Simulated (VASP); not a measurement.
Runs of VASP 6.6.1 on BaZrO3. The structure is that of space group Pm-3m (No. 221), or close to it. The cells are those of the table. 

```csv
potentials or basis,cell,k mesh,cutoff (eV),smearing,gap on the mesh (eV),pressure (GPa)
"VASP PAW LDA potentials, release 64 (Ba_sv, Zr_sv, O)","a = 4.106, b = 4.106, c = 4.169 Å, 5 atoms",4 × 4 × 4,520,gaussian 0.01 eV,3.11,4.4
"VASP PAW LDA potentials, release 64 (Ba_sv, Zr_sv, O_h)","a = 4.147 Å, 5 atoms",8 × 8 × 8,910,fermi-dirac 0.05 eV,(b),(a)
"VASP PAW LDA potentials, release 64 (Ba_sv, Zr_sv, O)","a = 4.147 Å, 5 atoms",8 × 8 × 8,520,fermi-dirac 0.05 eV,3.13,1.5
"VASP PAW LDA potentials, release 64 (Ba_sv, Zr_sv, O)","a = 4.106, b = 4.106, c = 4.172 Å, 5 atoms",4 × 4 × 4,520,gaussian 0.01 eV,3.11,4.3
```

Alike in all rows: task single point; level LDA; no spin polarisation.

Q: Estimate the missing entries.

A: (a) 1.2; (b) 3.14.

Caveats: spin-orbit coupling is left out, which moves the levels of the heavy elements; the cell stands under pressure (at least some runs); the cutoff is under 1.25 times the usual one of these potentials, so pressure, stress and relaxed cells hold a basis-set (Pulay) error (at least some runs).

A k mesh can miss the band edges, and the runs leave out spin-orbit coupling on Ba, Zr.
